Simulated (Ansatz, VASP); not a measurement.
Ta2AlF3 in VASP and in Ansatz

```xyz
6
Lattice="2.8977 0.0000 0.0000 0.0000 2.8977 0.0000 0.0000 0.0000 12.1922" Properties=species:S:1:pos:R:3 pbc="T T T"
Ta    1.4489    1.4489   10.7079
Ta    1.4489    1.4489    1.4842
Al    1.4489    1.4489    6.0961
F     0.0000    0.0000    0.0000
F     0.0000    0.0000    9.3678
F     0.0000    0.0000    2.8244
```

Change from the starting cell: species swapped into the MgSc3Ru2 type (P4/mmm, No. 123).

Alike in both runs: functional PBE; k mesh 6 × 6 × 2; occupations gaussian, width 0.1 eV; no spin polarisation.

Ansatz relaxed the structure, and its values are those at the end. VASP's run is a single point on that final structure, the one shown.

|  | VASP | Ansatz |
| --- | --- | --- |
| version | VASP 6.6.1 | Ansatz 0.2.0 |
| potentials or method | VASP PAW PBE potentials, release 64 (Ta_pv, Al, F), cutoff 520 eV | scalar-relativistic, plane waves, PAW |
| valence electrons in the cell | 46 | 50 |

VASP gave:

| Property | Result |
| --- | --- |
| gap on the k mesh at the Fermi level (eV) | none |
| pressure (GPa) | -0.2 |
| rms of the force components (eV/Å) | 0.013 |

**Question.** What did Ansatz give for the same quantities?

**Answer.** gap on the k mesh at the Fermi level (eV): none; pressure (GPa): -0.1; rms of the force components (eV/Å): 0.009.

A gap of «none» marks a metal or a gap that the smearing closes. The functional is the same, so the differences come from potentials, cutoffs and numerics. VASP's potentials hold 46 valence electrons a cell and Ansatz's 50, so a difference there can come from the potentials and not from the codes.

The k mesh is coarse, so the values compare programs but aren't converged. Spin-orbit coupling is off throughout.
